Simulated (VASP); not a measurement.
# CuGe4 in VASP: further runs

CuGe4 is run at these levels: PBE+D3(BJ); tasks: single point.

Program: VASP 6.6.1. These are calculated values, not measurements. Logs are shortened: lines on timing, memory, paths and dates and some standing lists are left out, and cuts for length are marked.

### 1 The cell of the first run

The cell holds a slab with vacuum, 5 atoms: a = 4.030 Å, b = 4.030 Å, c = 21.498 Å, α = 90.00°, β = 90.00°, γ = 120.00°.

### 2 Single point, PBE+D3(BJ)

File INCAR:

```
SYSTEM = CuGe4
ALGO = Fast
DIPOL = 0.5 0.5 0.335
EDIFF = 1E-6
ENCUT = 520
GGA = PE
IDIPOL = 3
ISIF = 2
ISMEAR = 0
IVDW = 12
LASPH = .True.
LCHARG = .False.
LDIPOL = .True.
LREAL = .False.
LWAVE = .False.
NBANDS = 42
NELM = 60
PREC = Accurate
SIGMA = 0.1
```

File KPOINTS:

```
k-points
0
Gamma
  9 9 1
  0 0 0
```

File POSCAR:

```
CuGe4
1.0
    4.0303587933      0.0000000000      0.0000000000
   -2.0151793967      3.4903931014      0.0000000000
    0.0000000000      0.0000000000     21.4984134729
Ge Cu
4 1
Direct
    0.3333333333      0.6666666667      0.1860602414
    0.0000000000      0.0000000000      0.2243278812
    0.0000000000      0.0000000000      0.3459155542
    0.6666666667      0.3333333333      0.3813496974
    1.5555555556      0.5555555556      0.5348493966
```

Potentials or basis: VASP PAW PBE potentials, release 64 (Ge_d, Cu).

On the command line:

```
> cat potpaw_PBE.64/Ge_d/POTCAR potpaw_PBE.64/Cu/POTCAR > POTCAR
> mpirun -np 1 vasp_std > vasp.out
```

OUTCAR:

```text
SYSTEM = CuGe4
   EDIFF = 1E-6
   ENCUT = 520
   GGA = PE
   ISIF = 2
   ISMEAR = 0
   IVDW = 12
   LASPH = .True.
   LREAL = .False.
   NELM = 60
   PREC = Accurate
 IVDW          = 12

 ion  position               nearest neighbor table
   1  0.333  0.667  0.186-   2 2.47   2 2.47   2 2.47
   2  0.000  0.000  0.224-   1 2.47   1 2.47   1 2.47   3 2.61
   3  0.000  0.000  0.346-   4 2.45   4 2.45   4 2.45   2 2.61
   4  0.667  0.333  0.381-   3 2.45   3 2.45   3 2.45
   5  0.556  0.556  0.535-

  LATTYP: Found a hexagonal cell.
 ALAT       =     4.0303587933
 C/A-ratio  =     5.3341190141

  Lattice vectors:

 A1 = (   4.0303587933,   0.0000000000,   0.0000000000)
 A2 = (  -2.0151793967,   3.4903931014,   0.0000000000)
 A3 = (   0.0000000000,   0.0000000000,  21.4984134729)

Analysis of symmetry for initial positions (statically):
=====================================================================
 Subroutine PRICEL returns:
 Original cell was already a primitive cell.

 Routine SETGRP: Setting up the symmetry group for a
 hexagonal supercell.

 Subroutine GETGRP returns: Found  1 space group operations
 (whereof  1 operations were pure point group operations)
 out of a pool of 24 trial point group operations.

The static configuration has the point symmetry C_1 .

Analysis of symmetry for dynamics (positions and initial velocities):
=====================================================================
 Subroutine PRICEL returns:
 Original cell was already a primitive cell.

 Routine SETGRP: Setting up the symmetry group for a
 hexagonal supercell.

 Subroutine GETGRP returns: Found  1 space group operations
 (whereof  1 operations were pure point group operations)
 out of a pool of 24 trial point group operations.

The dynamic configuration has the point symmetry C_1 .

 Subroutine INISYM returns: Found  1 space group operations
 (whereof  1 operations are pure point group operations),
 and found     1 'primitive' translations

----------------------------------------------------------------------------------------

                                     Primitive cell

  volume of cell :     302.4297

  direct lattice vectors                    reciprocal lattice vectors
     4.030358793  0.000000000  0.000000000     0.248116868  0.143250340  0.000000000
    -2.015179397  3.490393101  0.000000000     0.000000000  0.286500681  0.000000000
     0.000000000  0.000000000 21.498413473     0.000000000  0.000000000  0.046515060

  length of vectors
     4.030358793  4.030358793 21.498413473     0.286500681  0.286500681  0.046515060

  position of ions in fractional coordinates (direct lattice)
     0.333333333  0.666666667  0.186060241
     0.000000000  0.000000000  0.224327881
     0.000000000  0.000000000  0.345915554
     0.666666667  0.333333333  0.381349697
     0.555555556  0.555555556  0.534849397

  ion indices of the primitive-cell ions
   primitive index   ion index
                 1           1
                 2           2
                 3           3
                 4           4
                 5           5

----------------------------------------------------------------------------------------

 KPOINTS: k-points

Automatic generation of k-mesh.
 Grid dimensions read from file:
 generate k-points for:    9    9    1

 Generating k-lattice:

  Cartesian coordinates                     Fractional coordinates (reciprocal lattice)
     0.027568541  0.015916704  0.000000000     0.111111111  0.000000000  0.000000000
     0.000000000  0.031833409  0.000000000     0.000000000  0.111111111  0.000000000
     0.000000000  0.000000000  0.046515060     0.000000000  0.000000000  1.000000000

  Length of vectors
     0.031833409  0.031833409  0.046515060

  Shift w.r.t. Gamma in fractional coordinates (k-lattice)
     0.000000000  0.000000000  0.000000000

 Subroutine IBZKPT returns following result:
 ===========================================

 Found     41 irreducible k-points:

 Following reciprocal coordinates:
            Coordinates               Weight
  0.000000  0.000000  0.000000      1.000000
  0.111111  0.000000  0.000000      2.000000
  0.000000  0.111111  0.000000      2.000000
 -0.111111  0.111111  0.000000      2.000000
  0.222222 -0.000000  0.000000      2.000000
  0.000000  0.222222  0.000000      2.000000
[... 16 lines left out ...]
  0.333333  0.111111  0.000000      2.000000
 -0.111111  0.444444  0.000000      2.000000
 [... further k-points ...]
   k-points           NKPTS =     41   k-points in BZ     NKDIM =     41   number of bands    NBANDS=     42
   number of dos      NEDOS =    301   number of ions     NIONS =      5
   total plane-waves  NPLWV = 144000
   dimension x,y,z NGX =    30 NGY =   30 NGZ =  160
   dimension x,y,z NGXF=    60 NGYF=   60 NGZF=  320
   ions per type =               4   1
   NGX,Y,Z   is equivalent  to a cutoff of  12.37, 12.37, 12.37 a.u.
   NGXF,Y,Z  is equivalent  to a cutoff of  24.75, 24.75, 24.75 a.u.
 SYSTEM =  CuGe4
   PREC   = accura    normal or accurate (medium, high low for compatibility)
   ISTART =      0    job   : 0-new  1-cont  2-samecut
   ICHARG =      2    charge: 1-file 2-atom 10-const
   ISPIN  =      1    spin polarized calculation?
   LNONCOLLINEAR =      F non collinear calculations
   LSORBIT =      F    spin-orbit coupling
   LASPH  =      T    aspherical Exc in radial PAW
   ENCUT  =  520.0 eV  38.22 Ry    6.18 a.u.   7.49  7.49 39.97*2*pi/ulx,y,z
   NELM   =     60;   NELMIN=  2; NELMDL= -5     # of ELM steps
   EDIFF  = 0.1E-05   stopping-criterion for ELM
   LREAL  =      F    real-space projection
   EDIFFG = 0.1E-04   stopping-criterion for IOM
   NSW    =      0    number of steps for IOM
   IBRION =     -1    ionic relax: 0-MD 1-quasi-New 2-CG
   NFREE  =      0    steps in history (QN), initial steepest desc. (CG)
   ISIF   =      2    stress and relaxation
   ISYM   =      2    0-nonsym 1-usesym 2-fastsym
   POTIM  = 0.5000    time-step for ionic-motion
   TEBEG  =    0.0;   TEEND  =   0.0 temperature during run
   PSTRESS=    0.0 pullay stress
   NELECT =      67.0000    total number of electrons
   NUPDOWN=      -1.0000    fix difference up-down
   EMIN   =  10.00;   EMAX   =-10.00  energy-range for DOS
   EFERMI =   0.00;   METHOD = LEGACY
   ISMEAR =     0;   SIGMA  =   0.10  broadening in eV -4-tet -1-fermi 0-gaus
   EFERMI_NEDOS =   21; number of points for ismear=-14 and -15
   IALGO  =     68    algorithm
   IMIX   =      4    mixing-type and parameters
     AMIX     =   0.40;   BMIX     =  1.00
     AMIX_MAG =   1.60;   BMIX_MAG =  1.00
  volume/ion in A,a.u.               =      60.49       408.18
  Fermi-wavevector in a.u.,A,eV,Ry     =   0.990585  1.871934 13.350826  0.981258
  Thomas-Fermi vector in A             =   2.122265
   LORBIT       =      0    0 simple, 1 ext, 2 COOP (PROOUT), +10 PAW based schemes
   GGA     = PE    functional components
   LHFCALC =     F    Hartree Fock is set to
   AEXX    =    0.0000 exact exchange contribution
   IVDW    =    12    specifies the selected vdW correction
   LEPSILON=     F    determine dielectric tensor
   LRPA    =     F    only Hartree local field effects (RPA)
 non-spin polarized calculation
 RMM-DIIS sequential band-by-band and
 Gauss-broadening in eV      SIGMA  =   0.10
  energy-cutoff  :      520.00
  volume of cell :      302.43
 maximum number of plane-waves:      8193
 NGX is ok and might be reduce to    30
   NGX = 15   NGY = 15   NGZ = 79

 dipolmoment           0.000000      0.000000     -0.000077 electrons x Angstroem

 number of electron      67.0000019 magnetization

 dipolmoment           0.000000      0.000000      0.001322 electrons x Angstroem

 Free energy of the ion-electron system (eV)
  ---------------------------------------------------
  ext. energy  EPLUGINS =         0.00000000
  ---------------------------------------------------
  free energy    TOTEN  =       -17.72849551 eV

  energy without entropy =      -17.71231304  energy(sigma->0) =      -17.72040428

 E-fermi :  -1.3949     XC(G=0):  -4.6772

 val. band max:       -1.4711793062   @ k =  -0.3333   0.2222   0.0000
 cond. band min:      -1.3938495434   @ k =   0.1111   0.3333   0.0000
 fundamental gap:      0.0773297628
 Fermi energy:        -1.3948539702

 k-point     1 :       0.0000    0.0000    0.0000
  band No.  band energies     occupation
      1     -25.8003      2.00000
      2     -25.7999      2.00000
      3     -25.7794      2.00000
      4     -25.7519      2.00000
      5     -25.7513      2.00000
      6     -25.7326      2.00000
[... 34 lines left out ...]
     41       2.7862      0.00000
     42       2.7871      0.00000

 k-point     2 :       0.1111    0.0000    0.0000
  band No.  band energies     occupation
      1     -25.8066      2.00000
      2     -25.8030      2.00000
      3     -25.7797      2.00000
      4     -25.7503      2.00000
      5     -25.7501      2.00000
      6     -25.7303      2.00000
[... 34 lines left out ...]
     41       2.7616      0.00000
     42       3.3364      0.00000

 k-point     3 :       0.0000    0.1111    0.0000
  band No.  band energies     occupation
      1     -25.8068      2.00000
      2     -25.8029      2.00000
      3     -25.7797      2.00000
      4     -25.7503      2.00000
      5     -25.7500      2.00000
      6     -25.7304      2.00000
[... 34 lines left out ...]
     41       2.7613      0.00000
     42       3.3405      0.00000

 k-point     4 :      -0.1111    0.1111    0.0000
  band No.  band energies     occupation
      1     -25.8065      2.00000
      2     -25.8033      2.00000
      3     -25.7798      2.00000
      4     -25.7505      2.00000
      5     -25.7502      2.00000
      6     -25.7292      2.00000
[... 844 lines left out ...]
     41       3.6328      0.00000
     42       3.9480      0.00000

 k-point    23 :       0.3333    0.1111    0.0000
  band No.  band energies     occupation
      1     -25.8210      2.00000
      2     -25.8163      2.00000
      3     -25.7871      2.00000
      4     -25.7544      2.00000
      5     -25.7375      2.00000
      6     -25.7177      2.00000
[... 34 lines left out ...]
     41       3.8465      0.00000
     42       4.2804      0.00000

 k-point    24 :      -0.1111    0.4444    0.0000
  band No.  band energies     occupation
      1     -25.8208      2.00000
      2     -25.8166      2.00000
      3     -25.7875      2.00000
      4     -25.7544      2.00000
      5     -25.7375      2.00000
      6     -25.7166      2.00000
[... 34 lines left out ...]
     41       3.7964      0.00000
     42       4.3834      0.00000

 [... further k-points ...]

------------------------ aborting loop because EDIFF is reached ----------------------------------------

 vacuum level on the upper side and lower side of the slab       (xc-potential included)        -0.153        -0.109

 Edisp (eV)   -1.15722

 E8    (eV) :    -0.5319

  FORCE on cell =-STRESS in cart. coord.  units (eV):
  Direction    XX          YY          ZZ          XY          YZ          ZX
  --------------------------------------------------------------------------------------
  -------------------------------------------------------------------------------------
  Total      -2.05049    -2.00018    -2.40657     0.17105    -0.34293     0.41407
  in kB     -10.86285   -10.59631   -12.74924     0.90618    -1.81674     2.19362
  external pressure =      -11.40 kB  Pullay stress =        0.00 kB

 VOLUME and BASIS-vectors are now :
 -----------------------------------------------------------------------------
  energy-cutoff  :      520.00
  volume of cell :      302.43
      direct lattice vectors                 reciprocal lattice vectors
     4.030358793  0.000000000  0.000000000     0.248116868  0.143250340  0.000000000
    -2.015179397  3.490393101  0.000000000     0.000000000  0.286500681  0.000000000
     0.000000000  0.000000000 21.498413473     0.000000000  0.000000000  0.046515060

 POSITION                                       TOTAL-FORCE (eV/Angst)
 -----------------------------------------------------------------------------------
     -0.00000      2.32693      4.00000         0.013954     -0.019396      0.149291
      0.00000      0.00000      4.82269        -0.017890      0.021358     -0.065788
      0.00000      0.00000      7.43664         0.021629     -0.008464     -0.090257
      2.01518      1.16346      8.19841        -0.146750      0.116803      0.612724
      1.11954      1.93911     11.49841         0.129058     -0.110300     -0.605970
 -----------------------------------------------------------------------------------
    total drift:                               -0.000754     -0.001320     -0.004109

  FREE ENERGIE OF THE ION-ELECTRON SYSTEM (eV)
  ---------------------------------------------------
  free  energy   TOTEN  =       -18.8857179254 eV

  energy  without entropy=      -18.8695354557  energy(sigma->0) =      -18.87762669

 vacuum level on the upper side and lower side of the slab         3.094         3.119
```

Wall time 15 min (1 thread of Oxide Virtual Turin-like, shared host); peak memory 0.63 GiB.

Results:

```
Free energy                : -18.8857 eV
Largest force              : 0.641 eV/Å
Band gap on the k mesh     : zero (an odd number of electrons rules out a gap without spin polarisation)
Dispersion energy per atom : -0.231 eV
```

Forces in eV/Å, atoms in the order of the input:
```
Ge   0.014 -0.019  0.149
Ge  -0.018  0.021 -0.066
Ge   0.022 -0.008 -0.090
Ge  -0.147  0.117  0.613
Cu   0.129 -0.110 -0.606
```

Levels at points of the mesh, in eV from the Fermi level:
| k point | band 31 | band 32 | band 33 | band 34 | band 35 | band 36 |
| --- | --- | --- | --- | --- | --- | --- |
| (0.00, 0.00, 0.00) | -0.52 | -0.52 | 0.06 | 0.06 | 0.71 | 1.18 |

(Continued in part 2 of 2.)

The gap in the log of VASP goes by the Fermi energy; the results here count the filled bands.